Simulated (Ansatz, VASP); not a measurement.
## B: VASP beside Ansatz

Contents of INCAR:

```
SYSTEM = B
ALGO = Normal ; EDIFF = 1E-6
EDIFFG = -0.01 ; ENCUT = 600
GGA = PE ; IBRION = 2
ISIF = 3 ; ISMEAR = 0
LASPH = .True. ; LCHARG = .False.
LREAL = .False. ; LWAVE = .False.
NELM = 80 ; NSW = 100
PREC = Accurate ; SIGMA = 0.1
```

KPOINTS

```
k-points
0
Gamma
  18 18 8
  0 0 0
```

The input POSCAR:

```
B
1.0
    2.7712762508      0.0000000000      0.0000000000
   -1.3856381254      2.3999956341      0.0000000000
    0.0000000000      0.0000000000      4.9757742408
B
5
Direct
    0.3333333333      0.6666666667      0.5748082070
    0.6666666667      0.3333333333      0.7623317202
    0.0000000000      0.0000000000      0.0000000000
    0.3333333333      0.6666666667      0.2376682798
    0.6666666667      0.3333333333      0.4251917930
```

Input for Ansatz:

```yaml
crystal:
  lattice:
    - [2.7712762508, 0.0, 0.0]
    - [-1.3856381254, 2.3999956341, 0.0]
    - [0.0, 0.0, 4.9757742408]
  atoms:
    - { symbol: B, position: [0.3333333333, 0.6666666667, 0.574808207] }
    - { symbol: B, position: [0.6666666667, 0.3333333333, 0.7623317202] }
    - { symbol: B, position: [0.0, 0.0, 0.0] }
    - { symbol: B, position: [0.3333333333, 0.6666666667, 0.2376682798] }
    - { symbol: B, position: [0.6666666667, 0.3333333333, 0.425191793] }
basis:
  ecutwfc: 420
kpoints:
  mp_grid: { grid: [18, 18, 8] }
hamiltonian:
  xc: pbe
scf:
  occupations: { method: gaussian, width: 0.1 }
output:
  forces: true
  stress: true
  eigenvalues: true
  write_density: true
  write_potential: true
  elf: true
  volumetric_format: npy
relax:
  adjacent_minimum: "off"
  f_tol: 0.01
  max_steps: 80
  cell: { stress_tol: 0.05 }
```

Alike in both runs: task relaxation of cell and atoms; functional PBE; k mesh 18 × 18 × 8; occupations gaussian, width 0.1 eV; no spin polarisation.

```csv
,VASP,Ansatz
version,VASP 6.6.1,Ansatz 0.2.0
potentials or method,"VASP PAW PBE potentials, release 64 (B), cutoff 600 eV","scalar-relativistic, plane waves, PAW"
valence electrons in the cell,15,15
```

```csv
,VASP,Ansatz,Ansatz less VASP
"gap on the k mesh at the Fermi level, each at its own relaxed structure (eV)",none,none,-
relaxed volume (Å³/atom),6.58,6.58,+0.001
relaxed length of the cell vector where the two differ most in proportion (Å),4.902,4.902,+0.0003
```

A gap of «none» marks a metal or a gap that the smearing closes.
